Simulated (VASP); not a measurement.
# H2CClF (P2_1) in VASP: a series of runs

The runs below take H2CClF through single point, relaxation of cell and atoms, with PBE+D3(BJ).

Program: VASP 6.6.1. These are calculated values, not measurements. Logs are shortened: lines on timing, memory, paths and dates and some standing lists are left out, and cuts for length are marked.

## (1) The cell of the first run

Symmetry: P2_1, No. 4, monoclinic system. Conventional cell: a = 5.027 Å, b = 4.210 Å, c = 6.982 Å, α = 90.00°, β = 107.75°, γ = 90.00°. Within 1.5 Å of H (site symmetry 1) lie 1 C at 1.09 Å. H (site symmetry 1) has 1 C at 1.09 Å within 1.5 Å. C (site symmetry 1) has 2 H at 1.09 Å and 1 F at 1.38 Å within 1.5 Å. Within 2.4 Å of Cl (site symmetry 1) lie 1 C at 1.79 Å and 2 H at 2.36 Å. F (site symmetry 1) has 1 C at 1.38 Å within 1.8 Å.

## (2) Single point, PBE+D3(BJ)

The input, INCAR:

```
PREC     = Accurate       # precision mode
ENCUT    = 520            # plane-wave cutoff, eV
EDIFF    = 1E-7           # SCF threshold, eV
ISMEAR   = 0              # smearing method
SIGMA    = 0.02           # smearing width, eV
LREAL    = False          # projectors in reciprocal space
LASPH    = True           # aspherical terms in the spheres
NELM     = 60             # most SCF steps
ALGO     = Normal         # electronic algorithm
ISIF     = 2              # what is computed and relaxed
LWAVE    = False          # write WAVECAR
LCHARG   = False          # write CHGCAR
GGA      = PE             # functional
IVDW     = 12             # dispersion correction
NBANDS   = 31             # bands
```

The input, KPOINTS:

```
regular mesh
0
Gamma
  4 6 4
```

The input, POSCAR:

```
H2CClF
1.0
    5.0266197128      0.0000000000     -0.0045620486
    0.0000000000      4.2095583513      0.0000000000
   -2.1226081049      0.0000000000      6.6518761616
H C Cl F
4 2 2 2
Direct
    0.2720301307      0.3850491601      0.1545421916
    0.7279698693      0.8850491601      0.8454578084
    0.5659880812      0.1201680686      0.2703893997
    0.4340119188      0.6201680686      0.7296106003
    0.3414564471      0.1413574507      0.1952547127
    0.6585435529      0.6413574507      0.8047452873
    0.1639778226     -0.0017834208      0.3646412849
    0.8360221774      0.4982165792      0.6353587151
    0.2699820911      0.9557087413      0.0240847610
    0.7300179089      0.4557087413      0.9759152390
```

Potentials or basis: VASP PAW PBE potentials, release 64 (H, C, Cl, F).

On the command line:

```console
cat potpaw_PBE.64/H/POTCAR potpaw_PBE.64/C/POTCAR potpaw_PBE.64/Cl/POTCAR potpaw_PBE.64/F/POTCAR > POTCAR
mpirun -np 1 vasp_std > vasp.out
```

OUTCAR:

```text
PREC = Accurate
   ENCUT = 520
   EDIFF = 1E-7
   ISMEAR = 0
   LREAL = False
   LASPH = True
   NELM = 60
   ISIF = 2
   GGA = PE
   IVDW = 12
 IVDW          = 12

 ion  position               nearest neighbor table
   1  0.272  0.385  0.155-   5 1.09
   2  0.728  0.885  0.845-   6 1.09
   3  0.566  0.120  0.270-   5 1.09
   4  0.434  0.620  0.730-   6 1.09
   5  0.341  0.141  0.195-   1 1.09   3 1.09   9 1.38   7 1.79
   6  0.659  0.641  0.805-   2 1.09   4 1.09  10 1.38   8 1.79
   7  0.164  0.998  0.365-   5 1.79
   8  0.836  0.498  0.635-   6 1.79
   9  0.270  0.956  0.024-   5 1.38
  10  0.730  0.456  0.976-   6 1.38

  LATTYP: Found a simple monoclinic cell.
 ALAT       =     5.0266217830
 B/A-ratio  =     0.8374527731
 C/A-ratio  =     1.3890699446
 COS(beta)  =    -0.3048616371

  Lattice vectors:

 A1 = (   5.0266197128,   0.0000000000,  -0.0045620486)
 A2 = (   0.0000000000,   4.2095583513,   0.0000000000)
 A3 = (  -2.1226081049,   0.0000000000,   6.6518761616)

Analysis of symmetry for initial positions (statically):
=====================================================================
 Subroutine PRICEL returns:
 Original cell was already a primitive cell.

 Routine SETGRP: Setting up the symmetry group for a
 simple monoclinic supercell.

 Subroutine GETGRP returns: Found  2 space group operations
 (whereof  1 operations were pure point group operations)
 out of a pool of  4 trial point group operations.

The static configuration has the point symmetry C_1 .
 The point group associated with its full space group is C_2 .

Analysis of symmetry for dynamics (positions and initial velocities):
=====================================================================
 Subroutine PRICEL returns:
 Original cell was already a primitive cell.

 Routine SETGRP: Setting up the symmetry group for a
 simple monoclinic supercell.

 Subroutine GETGRP returns: Found  2 space group operations
 (whereof  1 operations were pure point group operations)
 out of a pool of  4 trial point group operations.

The dynamic configuration has the point symmetry C_1 .
 The point group associated with its full space group is C_2 .

 Subroutine INISYM returns: Found  2 space group operations
 (whereof  1 operations are pure point group operations),
 and found     1 'primitive' translations

[... 115 lines left out ...]
   NFREE  =      0    steps in history (QN), initial steepest desc. (CG)
   ISIF   =      2    stress and relaxation
   ISYM   =      2    0-nonsym 1-usesym 2-fastsym
   POTIM  = 0.5000    time-step for ionic-motion
   TEBEG  =    0.0;   TEEND  =   0.0 temperature during run
   PSTRESS=    0.0 pullay stress
   NELECT =      40.0000    total number of electrons
   NUPDOWN=      -1.0000    fix difference up-down
   EMIN   =  10.00;   EMAX   =-10.00  energy-range for DOS
   EFERMI =   0.00;   METHOD = LEGACY
   ISMEAR =     0;   SIGMA  =   0.02  broadening in eV -4-tet -1-fermi 0-gaus
   EFERMI_NEDOS =   21; number of points for ismear=-14 and -15
   IALGO  =     38    algorithm
   IMIX   =      4    mixing-type and parameters
     AMIX     =   0.40;   BMIX     =  1.00
     AMIX_MAG =   1.60;   BMIX_MAG =  1.00
  volume/ion in A,a.u.               =      14.07        94.96
  Fermi-wavevector in a.u.,A,eV,Ry     =   1.076427  2.034152 15.764999  1.158695
  Thomas-Fermi vector in A             =   2.212311
   LORBIT       =      0    0 simple, 1 ext, 2 COOP (PROOUT), +10 PAW based schemes
   GGA     = PE    functional components
   LHFCALC =     F    Hartree Fock is set to
   AEXX    =    0.0000 exact exchange contribution
   IVDW    =    12    specifies the selected vdW correction
   LEPSILON=     F    determine dielectric tensor
   LRPA    =     F    only Hartree local field effects (RPA)
 non-spin polarized calculation
 Gauss-broadening in eV      SIGMA  =   0.02
  energy-cutoff  :      520.00
  volume of cell :      140.71
 maximum number of plane-waves:      3816
 NGX is ok and might be reduce to    40
   NGX = 19   NGY = 15   NGZ = 25

 number of electron      39.9999999 magnetization

 Free energy of the ion-electron system (eV)
  ---------------------------------------------------
  ext. energy  EPLUGINS =         0.00000000
  ---------------------------------------------------
  free energy    TOTEN  =       -45.35070445 eV

  energy without entropy =      -45.35070445  energy(sigma->0) =      -45.35070445

 E-fermi :  -1.9645     XC(G=0):  -7.5578

 val. band max:       -2.1319290647   @ k =   0.5000   0.5000   0.0000
 cond. band min:       3.8932253205   @ k =   0.5000   0.0000   0.0000
 fundamental gap:      6.0251543852
 Fermi energy:        -1.9644903701

 k-point     1 :       0.0000    0.0000    0.0000
  band No.  band energies     occupation
      1     -25.7921      2.00000
      2     -25.6921      2.00000
      3     -16.6928      2.00000
      4     -16.5272      2.00000
      5     -11.8864      2.00000
      6     -11.6449      2.00000
[... 805 lines left out ...]
     30       9.3202      0.00000
     31       9.6505      0.00000

 [... further k-points ...]

------------------------ aborting loop because EDIFF is reached ----------------------------------------

 Edisp (eV)   -0.61904

 E8    (eV) :    -0.1663

  FORCE on cell =-STRESS in cart. coord.  units (eV):
  Direction    XX          YY          ZZ          XY          YZ          ZX
  --------------------------------------------------------------------------------------
  -------------------------------------------------------------------------------------
  Total      -0.31889     0.12530     0.38743     0.00000     0.00000     0.16030
  in kB      -3.63092     1.42670     4.41139     0.00000     0.00000     1.82520
  external pressure =        0.74 kB  Pullay stress =        0.00 kB

 VOLUME and BASIS-vectors are now :
 -----------------------------------------------------------------------------
  energy-cutoff  :      520.00
  volume of cell :      140.71
      direct lattice vectors                 reciprocal lattice vectors
     5.026619713  0.000000000 -0.004562049     0.198998482  0.000000000  0.063500249
     0.000000000  4.209558351  0.000000000     0.000000000  0.237554612  0.000000000
    -2.122608105  0.000000000  6.651876162     0.000136479  0.000000000  0.150377077

 POSITION                                       TOTAL-FORCE (eV/Angst)
 -----------------------------------------------------------------------------------
      1.03936      1.62089      1.02675        -0.001066      0.008870     -0.006474
      1.86465      3.72567      5.62056         0.001066      0.008870      0.006474
      2.27108      0.50585      1.79601         0.012375     -0.001082      0.000928
      0.63294      2.61063      4.85130        -0.012375     -0.001082     -0.000928
      1.30192      0.59505      1.29725        -0.084202      0.154957      0.352134
      1.60209      2.69983      5.35006         0.084202      0.154957     -0.352134
      0.05026      4.20205      2.42480         0.069322      0.032823     -0.058230
      2.85375      2.09727      4.22251        -0.069322      0.032823      0.058230
      1.30597      4.02311      0.15898         0.005139     -0.195567     -0.290911
      1.59804      1.91833      6.48834        -0.005139     -0.195567      0.290911
 -----------------------------------------------------------------------------------
    total drift:                               -0.000001      0.001675      0.000001

  FREE ENERGIE OF THE ION-ELECTRON SYSTEM (eV)
  ---------------------------------------------------
  free  energy   TOTEN  =       -45.9697463133 eV

  energy  without entropy=      -45.9697463133  energy(sigma->0) =      -45.96974631
```

stdout:

```text
POSCAR found type information on POSCAR H C ClF
 POSCAR found :  4 types and      10 ions
 scaLAPACK will be used
 LDA part: xc-table for (Slater+PW92), standard interpolation
 POSCAR, INCAR and KPOINTS ok, starting setup
 FFT: planning ... GRIDC
 FFT: planning ... GRID_SOFT
 FFT: planning ... GRID
 WAVECAR not read
 entering main loop
```

Run time: 5.6 min. Hardware: 1 thread of Intel Xeon 8259CL, shared host; peak memory 0.35 GiB.

Results:

| Quantity | Value |
| --- | --- |
| Free energy | -45.9697 eV |
| Pressure | 0.1 GPa |
| Largest force | 0.394 eV/Å |
| Band gap on the k mesh | 6.03 eV (least direct gap 6.07 eV) |
| Dispersion energy per atom | -0.062 eV |

Forces in eV/Å, atoms in the order of the input:
```
H   -0.001  0.009 -0.006
H    0.001  0.009  0.006
H    0.012 -0.001  0.001
H   -0.012 -0.001 -0.001
C   -0.084  0.155  0.352
C    0.084  0.155 -0.352
Cl   0.069  0.033 -0.058
Cl  -0.069  0.033  0.058
F    0.005 -0.196 -0.291
F   -0.005 -0.196  0.291
```

Stress tensor (GPa, compression positive):
```
-0.36  0.00  0.18
 0.00  0.14  0.00
 0.18  0.00  0.44
```

A k mesh can miss the band edges. PBE gaps usually lie below the measured ones, often by a third to a half.

## (3) Relaxation of cell and atoms, PBE+D3(BJ)

This run uses another cell than the first one, of 13.88 Å³/atom.

The input, INCAR:

```
ALGO = Normal
EDIFF = 1E-6
EDIFFG = -0.02
ENCUT = 600
GGA = PE
IBRION = 2
ISIF = 3
ISMEAR = 0
IVDW = 12
LASPH = True
LCHARG = False
LREAL = False
LWAVE = False
NELM = 100
NSW = 90
PREC = Accurate
SIGMA = 0.02
```

The input, KPOINTS:

```
k-points
0
Gamma
  4 6 4
```

The input, POSCAR:

```
H2CClF
1.0
    5.0604026445      0.0000000000     -0.0033494251
    0.0000000000      4.1952873310      0.0000000000
   -2.1353697794      0.0000000000      6.5408774846
H C Cl F
4 2 2 2
Direct
    0.2851209867      0.3880983361      0.1563080747
    0.7148790133      0.8880983361      0.8436919253
    0.5694030933      0.1096881348      0.2704605314
    0.4305969067      0.6096881348      0.7295394686
    0.3463921891      0.1404209910      0.1948744549
    0.6536078109      0.6404209910      0.8051255451
    0.1694446549      0.0035796092      0.3671493822
    0.8305553451      0.5035796092      0.6328506178
    0.2666736259      0.9587129289      0.0192380675
    0.7333263741      0.4587129289      0.9807619325
```

Potentials or basis: VASP PAW PBE potentials, release 64 (H, C, Cl, F).

On the command line:

```console
cat potpaw_PBE.64/H/POTCAR potpaw_PBE.64/C/POTCAR potpaw_PBE.64/Cl/POTCAR potpaw_PBE.64/F/POTCAR > POTCAR
mpirun -np 1 vasp_std > vasp.out
```

It took 42 min on 1 thread of Intel Xeon 8259CL, shared host; peak memory 0.39 GiB.

It converged, with:

- Free energy: -45.9890 eV
- Relaxed volume: 13.64 Å³/atom
- Relaxed cell: a = 5.026 Å, b = 4.169 Å, c = 6.846 Å, α = 90.00°, β = 108.04°, γ = 90.00°
- Space group after relaxing (to 0.1 Å): P2_1 (No. 4)
- Energy gained by relaxing: 0.8 meV/atom
- Ionic steps: 18
- Pressure after relaxing: 0.0 GPa
- Largest force after relaxing: 0.019 eV/Å
- Band gap on the k mesh: 6.08 eV (least direct gap 6.13 eV)
- Dispersion energy per atom: -0.064 eV

Forces on the atoms (eV/Å):
```
H    0.001 -0.012 -0.009
H   -0.001 -0.012  0.009
H   -0.014 -0.004 -0.001
H    0.014 -0.004  0.001
C    0.002  0.019  0.003
C   -0.002  0.019 -0.003
Cl   0.003 -0.002  0.013
Cl  -0.003 -0.002 -0.013
F    0.001 -0.001 -0.013
F   -0.001 -0.001  0.013
```

Stress tensor (GPa, compression positive):
```
-0.05  0.00 -0.03
 0.00 -0.05  0.00
-0.03  0.00  0.09
```

The path:
| step | energy change (eV) | largest force (eV/Å) | pressure (GPa) | volume (Å³) |
| --- | --- | --- | --- | --- |
| 1 | 0.0000 | 0.4550 | 0.20 | 138.83 |
| 2 | 0.0134 | 0.7373 | -0.80 | 139.18 |
| 3 | -0.0066 | 0.1094 | -0.18 | 138.95 |
| 4 | -0.0066 | 0.1419 | -0.09 | 138.70 |
| 5 | -0.0071 | 0.0222 | -0.14 | 138.83 |
| 6 | -0.0073 | 0.0314 | -0.03 | 138.61 |
| 7 | -0.0073 | 0.0367 | -0.01 | 138.53 |
| 8 | -0.0074 | 0.0303 | -0.01 | 138.42 |
| 9 | -0.0076 | 0.0488 | -0.02 | 138.09 |
| 10 | -0.0074 | 0.1423 | -0.05 | 137.42 |
| 11 | -0.0077 | 0.0747 | -0.02 | 137.89 |
| 12 | -0.0077 | 0.0615 | -0.04 | 137.81 |
| 13 | -0.0079 | 0.0278 | -0.07 | 137.58 |
| 14 | -0.0078 | 0.0763 | -0.12 | 137.13 |
| 15 | -0.0079 | 0.0354 | -0.09 | 137.38 |
| 16 | -0.0080 | 0.0322 | -0.10 | 137.28 |
| 17 | -0.0082 | 0.0237 | -0.06 | 136.99 |
| 18 | -0.0084 | 0.0189 | 0.00 | 136.40 |

Final structure:
```yaml
crystal:
  lattice:
    - [5.02638, 0.00000, -0.00109]
    - [0.00000, 4.16885, 0.00000]
    - [-2.11812, 0.00000, 6.50985]
  atoms:
    - { symbol: H, position: [0.28402, 0.38985, 0.15565] }
    - { symbol: H, position: [0.71598, 0.88985, 0.84435] }
    - { symbol: H, position: [0.57080, 0.11011, 0.27007] }
    - { symbol: H, position: [0.42920, 0.61011, 0.72993] }
    - { symbol: C, position: [0.34596, 0.14118, 0.19599] }
    - { symbol: C, position: [0.65404, 0.64118, 0.80401] }
    - { symbol: Cl, position: [0.16798, 0.00354, 0.36755] }
    - { symbol: Cl, position: [0.83202, 0.50354, 0.63245] }
    - { symbol: F, position: [0.26517, 0.95583, 0.01777] }
    - { symbol: F, position: [0.73483, 0.45583, 0.98223] }
```

Levels at points of the mesh, in eV from the valence-band top:
```csv
k point,band 18,band 19,band 20,band 21,band 22,band 23
"(0.00, 0.00, 0.00)",-0.74,-0.71,-0.27,6.44,6.68,7.06
"(0.50, 0.00, 0.00)",-0.59,-0.19,-0.05,6.08,6.82,6.99
"(0.00, 0.50, 0.00)",-0.83,-0.33,-0.33,6.52,6.52,7.89
"(0.50, 0.50, 0.00)",-0.85,0.00,0.00,6.64,6.64,7.50
"(0.00, 0.00, 0.50)",-0.64,-0.60,-0.31,6.51,6.52,7.29
"(0.50, 0.00, 0.50)",-0.58,-0.13,-0.10,6.21,6.71,7.72
"(0.00, 0.50, 0.50)",-0.92,-0.34,-0.34,6.69,6.69,7.93
"(0.50, 0.50, 0.50)",-0.79,-0.01,-0.01,6.61,6.61,7.76
```

A k mesh can miss the band edges. Expect the measured gap to be larger: semilocal functionals such as PBE lack the derivative discontinuity.
